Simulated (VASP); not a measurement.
# SiNi3 (Pm-3m) in VASP: settings compared, part 2 of 2

VASP 6.6.1. The steps go on from the part before.

### Step 3. Relaxation of cell and atoms, PBEsol, collinear spin, ferromagnetic start

INCAR

```
PREC     = Accurate       # precision mode
ENCUT    = 600            # plane-wave cutoff, eV
EDIFF    = 1E-6           # SCF threshold, eV
ISMEAR   = -1             # smearing method
SIGMA    = 0.05           # smearing width, eV
LREAL    = F              # projectors in reciprocal space
LASPH    = T              # aspherical terms in the spheres
NELM     = 150            # most SCF steps
ALGO     = Fast           # electronic algorithm
ISIF     = 3              # what is computed and relaxed
LWAVE    = F              # write WAVECAR
LCHARG   = F              # write CHGCAR
ISPIN    = 2              # spin polarisation
MAGMOM   = 1 1 1 0        # initial moments
LORBIT   = 11             # projections on sites
LMAXMIX  = 4              # l up to which the mixer works
GGA      = PS             # functional
IBRION   = 2              # ionic algorithm
NSW      = 60             # ionic steps
EDIFFG   = -0.01          # ionic threshold
```

KPOINTS

```
regular mesh
0
Gamma
  8 8 8
```

POSCAR

```
SiNi3
1.0
    3.5420000000      0.0000000000      0.0000000000
    0.0000000000      3.5420000000      0.0000000000
    0.0000000000      0.0000000000      3.5420000000
Ni Si
3 1
Direct
    0.5000000000      0.5000000000      0.0000000000
    0.5000000000      0.0000000000      0.5000000000
    0.0000000000      0.5000000000      0.5000000000
    0.0000000000      0.0000000000      0.0000000000
```

Potentials or basis: VASP PAW PBE potentials, release 64 (Ni, Si).

Command:

```
$ cat potpaw_PBE.64/Ni/POTCAR potpaw_PBE.64/Si/POTCAR > POTCAR
$ mpirun -np 1 vasp_std > vasp.out
```

Run time: 3.2 min. Hardware: 1 thread of Oxide Virtual Turin-like, shared host; peak memory 0.18 GiB.

It converged, with:

```yaml
Free_energy: -26.3000 eV
Relaxed_volume: 10.35 Å³/atom
Relaxed_cell: a = 3.460 Å, b = 3.460 Å, c = 3.460 Å, α = 90.00°, β = 90.00°, γ = 90.00°
Space_group_after_relaxing_to_0.1_Å: Pm-3m (No. 221)
Energy_gained_by_relaxing: 34.6 meV/atom
Ionic_steps: 4
Pressure_after_relaxing: 0.1 GPa
Band_gap_on_the_k_mesh: zero (filled and empty bands overlap)
Net_moment: 0.00 μB per cell
Valence_electrons_inside_the_program's_atomic_spheres: Ni 9.56; Si 1.57
```

The path:
| step | energy change (eV) | largest force (eV/Å) | pressure (GPa) | volume (Å³) |
| --- | --- | --- | --- | --- |
| 1 | 0.0000 | 0.0000 | -14.04 | 44.44 |
| 2 | 0.0482 | 0.0000 | 21.34 | 38.46 |
| 3 | -0.1385 | 0.0000 | -0.67 | 41.52 |
| 4 | -0.1385 | 0.0000 | 0.12 | 41.41 |

Final structure:
```
Ni Si
1.0
     3.45978    0.00000    0.00000
     0.00000    3.45978    0.00000
     0.00000    0.00000    3.45978
Ni Si
3 1
Direct
  0.50000 0.50000 0.00000
  0.50000 0.00000 0.50000
  0.00000 0.50000 0.50000
  0.00000 0.00000 0.00000
```

Levels at points of the mesh, in eV from the Fermi level:
Spin up:
```
           k point  band 14  band 15  band 16  band 17  band 18  band 19  band 20  band 21
(0.00, 0.00, 0.00)    -0.64    -0.64    -0.30     0.03     0.03     0.03     5.22     6.52
(0.50, 0.00, 0.00)    -1.36    -1.21    -0.57     0.04     3.78     3.78     5.34     5.34
(0.50, 0.50, 0.00)    -1.51    -1.17    -1.07    -1.01     0.70     0.70     5.87     6.54
(0.50, 0.50, 0.50)    -1.32    -1.32    -0.52    -0.22    -0.22    -0.22     1.41     4.18
```
Spin down:
| k point | band 15 | band 16 | band 17 | band 18 | band 19 | band 20 |
| --- | --- | --- | --- | --- | --- | --- |
| (0.00, 0.00, 0.00) | -0.64 | -0.30 | 0.03 | 0.03 | 0.03 | 5.22 |
| (0.50, 0.00, 0.00) | -1.21 | -0.57 | 0.04 | 3.78 | 3.78 | 5.34 |
| (0.50, 0.50, 0.00) | -1.17 | -1.07 | -1.01 | 0.70 | 0.70 | 5.87 |
| (0.50, 0.50, 0.50) | -1.32 | -0.52 | -0.22 | -0.22 | -0.22 | 1.41 |

Caveat: the moments typed at the start vanished in this run; the PAW data sets were made with another functional, which shifts forces and pressure a little.

### Step 4. Single point, PBE, non-collinear spin, typed start

INCAR

```
SYSTEM = SiNi3
PREC = Accurate
ENCUT = 520
EDIFF = 1E-7
ISMEAR = -1
SIGMA = 0.05
LREAL = .FALSE.
LASPH = .TRUE.
NELM = 150
ALGO = Normal
ISIF = 2
LWAVE = .FALSE.
LCHARG = .TRUE.
LNONCOLLINEAR = .TRUE.
MAGMOM = 0.484 0.09 0.393 -0.48 -0.194 0.583 -0.023 0.34 0.887 0 0 0
LORBIT = 11
LMAXMIX = 4
GGA = PE
LVHAR = .TRUE.
NBANDS = 48
```

KPOINTS

```
regular mesh
0
G
  6 6 6
  0 0 0
```

POSCAR is that of step 3.

Potentials or basis: VASP PAW PBE potentials, release 64 (Ni, Si).

Command:

```
$ cat potpaw_PBE.64/Ni/POTCAR potpaw_PBE.64/Si/POTCAR > POTCAR
$ mpirun -np 1 vasp_ncl > vasp.out
```

OUTCAR:

```text
SYSTEM = SiNi3
   PREC = Accurate
   ENCUT = 520
   EDIFF = 1E-7
   ISMEAR = -1
   LREAL = .FALSE.
   LASPH = .TRUE.
   NELM = 150
   ISIF = 2
   LNONCOLLINEAR = .TRUE.
   LORBIT = 11
   GGA = PE

 ion  position               nearest neighbor table
   1  0.500  0.500  0.000-   2 2.50   3 2.50   4 2.50   2 2.50   3 2.50   2 2.50   4 2.50   2 2.50
                             3 2.50   4 2.50   3 2.50   4 2.50
   2  0.500  0.000  0.500-   1 2.50   3 2.50   4 2.50   1 2.50   4 2.50   1 2.50   3 2.50   1 2.50
                             3 2.50   4 2.50   4 2.50   3 2.50
   3  0.000  0.500  0.500-   1 2.50   2 2.50   4 2.50   1 2.50   4 2.50   2 2.50   4 2.50   4 2.50
                             1 2.50   2 2.50   1 2.50   2 2.50
   4  0.000  0.000  0.000-   1 2.50   2 2.50   3 2.50   2 2.50   3 2.50   1 2.50   3 2.50   3 2.50
                             1 2.50   2 2.50   2 2.50   1 2.50

  LATTYP: Found a simple cubic cell.
 ALAT       =     3.5420000000

  Lattice vectors:

[... 1418 lines left out ...]
  energy  without entropy=      -23.6470502355  energy(sigma->0) =      -23.65460599

 total charge

# of ion       s       p       d       tot
------------------------------------------
    1        0.471   0.538   8.395   9.404
    2        0.471   0.538   8.395   9.404
    3        0.471   0.538   8.395   9.404
    4        0.731   0.804   0.000   1.534
--------------------------------------------------
tot          2.144   2.419  25.185  29.747

 magnetization (x)

# of ion       s       p       d       tot
------------------------------------------
    1        0.000   0.000   0.000   0.000
    2        0.000   0.000  -0.000  -0.000
    3        0.000   0.000  -0.000  -0.000
    4        0.000   0.000   0.000   0.000
--------------------------------------------------
tot          0.000   0.000  -0.000  -0.000

 magnetization (y)

# of ion       s       p       d       tot
------------------------------------------
    1        0.000   0.000  -0.000  -0.000
    2        0.000   0.000  -0.000  -0.000
    3        0.000   0.000  -0.000  -0.000
    4        0.000   0.000   0.000   0.000
--------------------------------------------------
tot          0.000   0.000  -0.000  -0.000

 magnetization (z)

# of ion       s       p       d       tot
------------------------------------------
    1       -0.000  -0.000   0.000   0.000
    2       -0.000  -0.000   0.000   0.000
    3       -0.000  -0.000   0.000   0.000
    4       -0.000  -0.000   0.000  -0.000
--------------------------------------------------
tot         -0.000  -0.000   0.000   0.000
```

Wall time 14 min (1 thread of Oxide Virtual Turin-like, shared host); peak memory 0.44 GiB.

What came out:

- Free energy: -23.6622 eV
- Pressure: -5.9 GPa
- Band gap on the k mesh: zero (bands 34 and 35 overlap by 0.23 eV)
- Net moment: 0.00 μB per cell
- Valence electrons inside the program's atomic spheres: Ni 9.40; Si 1.53

Moments on the atoms (μB; x, y, z):
```
Ni  0.00 0.00 0.00
Ni  0.00 0.00 0.00
Ni  0.00 0.00 0.00
Si  0.00 0.00 0.00
```

Caveat: the cell stands under tension.

### Step 5. Overview

| task | level | spin | cell | k mesh | cutoff (eV) | gap on the mesh (eV) | pressure (GPa) | moment (μB) | relaxed volume (Å³/atom) |
| --- | --- | --- | --- | --- | --- | --- | --- | --- | --- |
| relaxation of cell and atoms | BLYP | collinear, ferromagnetic start | relaxed | 8 × 8 × 8 | 600 | none | 0.0 | 0.00 | 11.34 |
| relaxation of cell and atoms | PBEsol | collinear, ferromagnetic start | relaxed | 8 × 8 × 8 | 600 | none | 0.1 | 0.00 | 10.35 |
| single point | PBE | non-collinear, typed start | as given | 6 × 6 × 6 | 520 | none | -5.9 | 0.00 | - |

Alike in all rows: potentials or basis VASP PAW PBE potentials, release 64 (Ni, Si); smearing fermi-dirac 0.05 eV.

Caveats: the moments typed at the start vanished in this run (at least some runs); the PAW data sets were made with another functional, which shifts forces and pressure a little (at least some runs); the cell stands under tension (at least some runs).

Total energies depend on the potentials used, so only differences within one code and one set of settings carry meaning.
